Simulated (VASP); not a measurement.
Set up this calculation in VASP 6.6.1, as the native input.

| Quantity | Value |
| --- | --- |
| Task | single point |
| Functional | PBE |
| Dispersion | D3(BJ) |
| Potentials or basis | VASP PAW PBE potentials, release 64 (Sn_d, Se) |
| Cutoff | 520 eV |
| k mesh | 12 × 12 × 12 |
| Occupations | gaussian, width 0.05 eV |
| Spin | no spin polarisation |
| Dipole correction | no |
| Further INCAR settings | ALGO = Normal; EDIFF = 1e-06; NBANDS = 17 |

The structure of SnSe lies in POSCAR:

```
SnSe
1.0
    0.0000000000      2.9614431219      3.1095152780
    2.9614431219      0.0000000000      3.1095152780
    2.9614431219      2.9614431219      0.0000000000
Sn Se
1 1
Direct
    0.0000000000      0.0000000000      0.0000000000
    0.5000000000      0.5000000000      0.5000000000
```

This cell differs from its parent crystal: ratio of the length along z to the lengths across it x 1.05, volume and fractional coordinates fixed.

One way to write it, as run:

INCAR

```
ALGO = Normal ; EDIFF = 1E-6
ENCUT = 520 ; GGA = PE
ISIF = 2 ; ISMEAR = 0
IVDW = 12 ; LASPH = T
LCHARG = F ; LREAL = F
LWAVE = F ; NBANDS = 17
NELM = 80 ; PREC = Accurate
SIGMA = 0.05
```

KPOINTS

```
k-points
0
Gamma
  12 12 12
```

Potentials or basis: VASP PAW PBE potentials, release 64 (Sn_d, Se).

Launch:

```console
$ cat potpaw_PBE.64/Sn_d/POTCAR potpaw_PBE.64/Se/POTCAR > POTCAR
$ mpirun -np 1 vasp_std > vasp.out
```

It gave:

The pressure is -0.8 GPa. The band gap on the k mesh is 0.22 eV (least direct gap 0.29 eV) and the dispersion energy per atom is -0.353 eV.

Caveat: spin-orbit coupling is left out, which moves the levels of the heavy elements.

It took 2.4 min on 1 thread of Intel Xeon 8259CL, on a shared host, peak memory 0.3 GiB.
